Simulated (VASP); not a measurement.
# Ir (I4/mmm) in VASP: further runs, part 2 of 2

VASP 6.6.1. The steps go on from the part before.

## 4. Single point, LDA (strain -0.080 along x and y, +0.080 along z)

File INCAR:

```
  ALGO = Normal
  EDIFF = 1E-6
  ENCUT = 560
  GGA = CA
  GGA_COMPAT = False
  ISIF = 2
  ISMEAR = 0
  LASPH = True
  LCHARG = False
  LREAL = False
  LWAVE = False
  NBANDS = 14
  NELM = 120
  PREC = Accurate
  SIGMA = 0.15
```

File KPOINTS:

```
k-points
0
Gamma
  22 22 22
```

File POSCAR:

```
Ir
1.0
    0.0000000000      1.7661240000      2.0732760000
    1.7661240000      0.0000000000      2.0732760000
    1.7661240000      1.7661240000      0.0000000000
Ir
1
Direct
    0.0000000000      0.0000000000      0.0000000000
```

Potentials or basis: VASP PAW LDA potentials, release 64 (Ir_sv_GW).

Run with:

```console
> cat potpaw_LDA.64/Ir_sv_GW/POTCAR > POTCAR
> mpirun -np 1 vasp_std > vasp.out
```

OUTCAR:

```text
EDIFF = 1E-6
   ENCUT = 560
   GGA = CA
   ISIF = 2
   ISMEAR = 0
   LASPH = True
   LREAL = False
   NELM = 120
   PREC = Accurate

 ion  position               nearest neighbor table
   1  0.000  0.000  0.000-

  LATTYP: Found a body centered tetragonal cell.
 ALAT       =     2.4976765136
 C/A-ratio  =     1.6601637471

  Lattice vectors:

 A1 = (  -1.7661240000,   0.0000000000,   2.0732760000)
 A2 = (   1.7661240000,   0.0000000000,   2.0732760000)
 A3 = (   0.0000000000,   1.7661240000,  -2.0732760000)

Analysis of symmetry for initial positions (statically):
=====================================================================
 Subroutine PRICEL returns:
 Original cell was already a primitive cell.

 Routine SETGRP: Setting up the symmetry group for a
 body centered tetragonal supercell.

 Subroutine GETGRP returns: Found 16 space group operations
 (whereof 16 operations were pure point group operations)
 out of a pool of 16 trial point group operations.

The static configuration has the point symmetry D_4h.

Analysis of symmetry for dynamics (positions and initial velocities):
=====================================================================
 Subroutine PRICEL returns:
 Original cell was already a primitive cell.

 Routine SETGRP: Setting up the symmetry group for a
 body centered tetragonal supercell.

 Subroutine GETGRP returns: Found 16 space group operations
 (whereof 16 operations were pure point group operations)
 out of a pool of 16 trial point group operations.

The dynamic configuration has the point symmetry D_4h.

 Subroutine INISYM returns: Found 16 space group operations
 (whereof 16 operations are pure point group operations),
 and found     1 'primitive' translations

----------------------------------------------------------------------------------------

                                     Primitive cell

  volume of cell :      12.9339

  direct lattice vectors                    reciprocal lattice vectors
[... 114 lines left out ...]
   LEPSILON=     F    determine dielectric tensor
   LRPA    =     F    only Hartree local field effects (RPA)
 non-spin polarized calculation
 Gauss-broadening in eV      SIGMA  =   0.15
  energy-cutoff  :      560.00
  volume of cell :       12.93
 maximum number of plane-waves:       405
 NGX is ok and might be reduce to    24
   NGX = 11   NGY = 11   NGZ =  9

 number of electron      17.0000000 magnetization

 Free energy of the ion-electron system (eV)
  ---------------------------------------------------
  ext. energy  EPLUGINS =         0.00000000
  ---------------------------------------------------
  free energy    TOTEN  =       -10.47886500 eV

  energy without entropy =      -10.46873122  energy(sigma->0) =      -10.47379811

 E-fermi :  14.4546     XC(G=0): -15.3527

 val. band max:       14.4527160672   @ k =  -0.3636   0.0000   0.0909
 cond. band min:      14.4560145670   @ k =  -0.1364   0.3636   0.2727
 fundamental gap:      0.0032984998
 Fermi energy:        14.4546375251

 k-point     1 :       0.0000    0.0000    0.0000
  band No.  band energies     occupation
      1     -78.2960      2.00000
      2     -34.9506      2.00000
      3     -34.7845      2.00000
      4     -34.7845      2.00000
      5       2.4491      2.00000
      6       8.4681      2.00000
      7      11.0806      2.00000
      8      11.0806      2.00000
      9      11.2592      2.00000
     10      14.7031      0.01916
     11      28.2833      0.00000
     12      30.6398      0.00000
     13      35.7153      0.00000
     14      35.7153      0.00000
[... 377 lines left out ...]
      1     -78.1827      2.00000
      2     -35.9976      2.00000
      3     -35.1631      2.00000
      4     -34.8109      2.00000
      5       5.5290      2.00000
      6       8.7746      2.00000
      7      11.1950      2.00000
      8      13.1319      2.00000
      9      14.9768      0.00000
     10      16.4689      0.00000
     11      23.1743      0.00000
     12      27.2866      0.00000
     13      33.6769      0.00000
     14      35.8720      0.00000

 [... further k-points ...]

------------------------ aborting loop because EDIFF is reached ----------------------------------------

  FORCE on cell =-STRESS in cart. coord.  units (eV):
  Direction    XX          YY          ZZ          XY          YZ          ZX
  --------------------------------------------------------------------------------------
  -------------------------------------------------------------------------------------
  Total        5.2637379      5.2637379     -0.7590395      0.0000000      0.0000000      0.0000000
  in kB      652.0416499    652.0416499    -94.0254554      0.0000000      0.0000000      0.0000000
  external PRESSURE =     403.3526148 kB  Pullay stress =       0.0000000 kB

 VOLUME and BASIS-vectors are now :
 -----------------------------------------------------------------------------
  energy-cutoff  :      560.00
  volume of cell :       12.93
      direct lattice vectors                 reciprocal lattice vectors
     0.000000000  1.766124000  2.073276000    -0.283105829  0.283105829  0.241164225
     1.766124000  0.000000000  2.073276000     0.283105829 -0.283105829  0.241164225
     1.766124000  1.766124000  0.000000000     0.283105829  0.283105829 -0.241164225

 POSITION                                       TOTAL-FORCE (eV/Angst)
 -----------------------------------------------------------------------------------
      0.00000      0.00000      0.00000         0.000000      0.000000      0.000000
 -----------------------------------------------------------------------------------
    total drift:                                0.000000      0.000000     -0.000000

  FREE ENERGIE OF THE ION-ELECTRON SYSTEM (eV)
  ---------------------------------------------------
  free  energy   TOTEN  =       -10.4788649976 eV

  energy  without entropy=      -10.4687312154  energy(sigma->0) =      -10.47379811
```

stdout:

```text
POSCAR found type information on POSCAR Ir
 POSCAR found :  1 types and       1 ions
 scaLAPACK will be used
 LDA part: xc-table for (Slater(with rela. corr.)+CA(PZ))
 , standard interpolation
 POSCAR, INCAR and KPOINTS ok, starting setup
 FFT: planning ... GRIDC
 FFT: planning ... GRID_SOFT
 FFT: planning ... GRID
 WAVECAR not read
 entering main loop
```

It took 2.2 min on 1 thread of Intel Xeon Platinum 8259CL at 2.50GHz (Skylake/Cascade Lake), shared host; peak memory 0.28 GiB.

Results:

| Property | Result |
| --- | --- |
| Free energy | -10.4789 eV |
| Pressure | 40.3 GPa |
| Band gap on the k mesh | zero (an odd number of electrons rules out a gap without spin polarisation) |

Stress tensor (GPa, compression positive):
```
65.20  0.00  0.00
 0.00 65.20  0.00
 0.00  0.00 -9.40
```

Caveat: the cell differs from its parent crystal (strain -0.080 along x and y, +0.080 along z); the stress differs along the axes, from -9 to 65 GPa; spin-orbit coupling is left out, which moves the levels of the heavy elements.

## 5. Summary

```csv
cell,gap on the mesh (eV),pressure (GPa)
"a = 2.609, b = 2.609, c = 2.715 Å, angles 58.6, 58.6, 62.7°, 1 atom",none,30.5
"a = 2.724, b = 2.724, c = 2.932 Å, angles 57.4, 57.4, 65.1°, 1 atom",none,-25.9
"a = 2.724, b = 2.724, c = 2.498 Å, angles 62.7, 62.7, 54.6°, 1 atom",none,40.3
```

Alike in all rows: task single point; level LDA; potentials or basis VASP PAW LDA potentials, release 64 (Ir_sv_GW); no spin polarisation; k mesh 22 × 22 × 22; cutoff (eV) 560; smearing gaussian 0.15 eV.

Caveats: spin-orbit coupling is left out, which moves the levels of the heavy elements; the stress differs along the axes, from 18 to 54 GPa (at least some runs); the stress differs along the axes, from -39 to -0 GPa (at least some runs); the stress differs along the axes, from -9 to 65 GPa (at least some runs).

Total energies depend on the potentials used, so only differences within one code and one set of settings carry meaning.
